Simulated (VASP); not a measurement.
A run of VASP 6.6.1 is set up as follows.

Contents of INCAR:

```
ALGO = Normal ; EDIFF = 1E-7
EDIFFG = -0.001 ; ENCUT = 600
GGA = CA ; GGA_COMPAT = F
IBRION = 2 ; ISIF = 3
ISMEAR = 0 ; LASPH = T
LCHARG = F ; LREAL = F
LWAVE = F ; NELM = 120
NELMIN = 4 ; NSW = 80
PREC = Accurate ; PSTRESS = 180.0
SIGMA = 0.01
```

Contents of KPOINTS:

```
k-points
0
Gamma
  12 12 12
```

The input POSCAR:

```
C
1.0
    0.0000000000      1.7573064923      1.7573064923
    1.7573064923      0.0000000000      1.7573064923
    1.7573064923      1.7573064923      0.0000000000
C
2
Direct
    0.5000000000      0.5000000000      0.5000000000
    0.7500000000      0.7500000000      0.7500000000
```

Potentials or basis: VASP PAW LDA potentials, release 64 (C).

The run is started by

```sh
$ cat potpaw_LDA.64/C/POTCAR > POTCAR
$ mpirun -np 1 vasp_std > vasp.out
```

Problem. What does it give for the relaxed volume?

Solution. 5.32 Å³/atom.

Problem. Predict the band gap on the k mesh.

Solution. 4.29 eV (least direct gap 5.72 eV).

Problem. Predict the relaxed cell.

Solution. a = 2.469 Å, b = 2.469 Å, c = 2.469 Å, α = 60.00°, β = 60.00°, γ = 60.00°.

Final structure:
```
CELL_PARAMETERS angstrom
0.00000 1.74575 1.74575
1.74575 0.00000 1.74575
1.74575 1.74575 0.00000
ATOMIC_POSITIONS crystal
C 0.50000 0.50000 0.50000
C 0.75000 0.75000 0.75000
```

Caveat: the cell is relaxed towards a set pressure, so the run minimises the enthalpy, not the energy. Zero-point motion and thermal expansion aren't in these numbers.
